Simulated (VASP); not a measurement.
Here is a VASP 6.6.1 calculation.

INCAR

```
PREC = Accurate
ENCUT = 520
EDIFF = 1E-6
ISMEAR = -1
SIGMA = 0.01
LREAL = False
LASPH = True
NELM = 120
ALGO = Normal
ISIF = 2
LWAVE = False
LCHARG = False
GGA = PE
NBANDS = 106
NELECT = 178.0
GGA_COMPAT = False
```

KPOINTS

```
regular mesh
0
Gamma
  1 1 1
```

POSCAR

```
Hf8HO16
1.0
    0.0000000000      5.0697034800      5.1017273300
    5.2943205200      0.0000000000      5.1017273300
    5.2943205200      5.0697034800      0.0000000000
Hf O H
8 16 1
Direct
    0.2705351778      0.0024208055      0.0112262715
    0.7464430558      0.5189511102      0.4962688750
    0.3045598402      0.4783559727      0.9645672449
    0.7727515547      1.0023229278      0.4752640393
    0.2446905124      0.0570433712      0.4787902621
    0.7783511261      0.5514028104     -0.0246455070
    0.2626613523      0.5314857547      0.4395714339
    0.7807030801      1.0108813008      0.9535318776
    0.0825285125      0.3225319437     -0.0145109250
    0.5192274389      0.8070165100      0.5647527232
    0.4267287205      0.4538210834      0.6472340904
    0.8933559401      0.9329572666      0.1945396383
    0.1036591043      0.4132807142      0.3301857958
    0.6071476823      0.9168426247      0.8248928756
    0.3596487341      0.6525966616      0.0903517460
    0.8701542813      0.1461379790      0.6004303455
    0.1626942815      0.8902710482      0.3674943204
    0.6723187613      0.3787654408      0.8756642778
    0.4252429939      0.1293587747      0.1073964417
    0.9227813377      0.6238226828      0.6095954632
    0.1423104366      0.0856605867      0.7742516500
    0.6471378998      0.6957368869      0.2137513055
    0.0212887480      0.7260549953      0.8798832866
    0.4890504830      0.2337705855      0.3973230529
    0.8044922678      0.3375609277      0.2827368022
```

Potentials or basis: VASP PAW PBE potentials, release 64 (Hf_pv, O, H).

Command:

```bash
$ cat potpaw_PBE.64/Hf_pv/POTCAR potpaw_PBE.64/O/POTCAR potpaw_PBE.64/H/POTCAR > POTCAR
$ mpirun -np 1 vasp_gam > vasp.out
```

Task: What does it give for the largest force?

Result: 0.914 eV/Å.

Forces on the atoms (eV/Å):
```
Hf   0.067 -0.010  0.004
Hf   0.051  0.056 -0.057
Hf  -0.095 -0.018  0.028
Hf   0.103 -0.116  0.065
Hf   0.126  0.067  0.148
Hf  -0.062 -0.081  0.282
Hf   0.003 -0.061 -0.119
Hf  -0.078  0.090 -0.036
O    0.070 -0.024  0.164
O   -0.123 -0.005 -0.114
O   -0.048 -0.042  0.067
O    0.180 -0.035  0.237
O    0.019 -0.204 -0.102
O   -0.001 -0.021 -0.030
O    0.102  0.160  0.001
O    0.094  0.132  0.000
O   -0.053  0.103  0.103
O    0.050  0.018  0.010
O   -0.020 -0.084  0.060
O    0.032 -0.069  0.064
O    0.022  0.032  0.075
O   -0.240  0.349  0.493
O    0.006  0.046  0.132
O    0.125 -0.071 -0.650
H   -0.329 -0.212 -0.826
```

Caveat: the k points lie up to 1.06 Å⁻¹ apart; the cell carries a net charge on a neutralising background, which shifts energy and pressure.
